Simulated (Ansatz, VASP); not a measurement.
# NaTlS2 in VASP and in Ansatz

The input INCAR:

```
PREC     = Accurate       # precision mode
ENCUT    = 520            # plane-wave cutoff, eV
EDIFF    = 1E-6           # SCF threshold, eV
ISMEAR   = 0              # smearing method
SIGMA    = 0.01           # smearing width, eV
LREAL    = F              # projectors in reciprocal space
LASPH    = T              # aspherical terms in the spheres
NELM     = 60             # most SCF steps
ALGO     = Normal         # electronic algorithm
ISIF     = 2              # what is computed and relaxed
LWAVE    = F              # write WAVECAR
LCHARG   = F              # write CHGCAR
GGA      = PE             # functional
NBANDS   = 24             # bands
```

File KPOINTS:

```
regular mesh
0
Gamma
  6 6 4
```

File POSCAR:

```
NaTlS2
1.0
    4.1044901738      0.0000000000      0.0000000000
    0.0000000000      4.1044901738      0.0000000000
    0.0000000000      0.0000000000      6.6389352781
Na S Tl
1 2 1
Direct
    0.0000000000      0.0000000000      0.0000000000
    0.0000000000      0.5000000000      0.2708669250
    0.5000000000      0.0000000000      0.7291330750
    0.5000000000      0.5000000000      0.5000000000
```

Input for Ansatz:

```yaml
crystal:
  lattice:
    - [4.1044901738, 0.0, 0.0]
    - [0.0, 4.1044901738, 0.0]
    - [0.0, 0.0, 6.6389352781]
  atoms:
    - { symbol: Na, position: [0.0, 0.0, 0.0] }
    - { symbol: S, position: [0.0, 0.5, 0.270866925] }
    - { symbol: Tl, position: [0.5, 0.5, 0.5] }
    - { symbol: S, position: [0.5, 0.0, 0.729133075] }
kpoints:
  mp_grid: { grid: [6, 6, 4] }
hamiltonian:
  xc: pbe
scf:
  occupations: { method: fixed }
output:
  optics:
    e_range: [0, 12]
    de: 0.05
    sigma: 0.1
    bands: { spectra_wanted_up_to: 12 }
```

Alike in both runs: task single point; functional PBE; k mesh 6 × 6 × 4; no spin polarisation.

|  | VASP | Ansatz |
| --- | --- | --- |
| version | VASP 6.6.1 | Ansatz 0.2.0 |
| potentials or method | VASP PAW PBE potentials, release 64 (Na_pv, S, Tl_d) | plane waves, PAW |
| plane-wave cutoff (eV) | 520 | 420 |
| occupations | gaussian, width 0.01 eV | fixed |
| valence electrons in the cell | 32 | 34 |

VASP gave:

| Item | Value |
| --- | --- |
| gap on the k mesh at the Fermi level (eV) | 0.81 |

**Question.** Which values does Ansatz return?

**Answer.** gap on the k mesh at the Fermi level (eV): 0.80.

VASP's potentials hold 32 valence electrons a cell and Ansatz's 34, so a difference there can come from the potentials and not from the codes.

Neither program's run includes spin-orbit coupling.
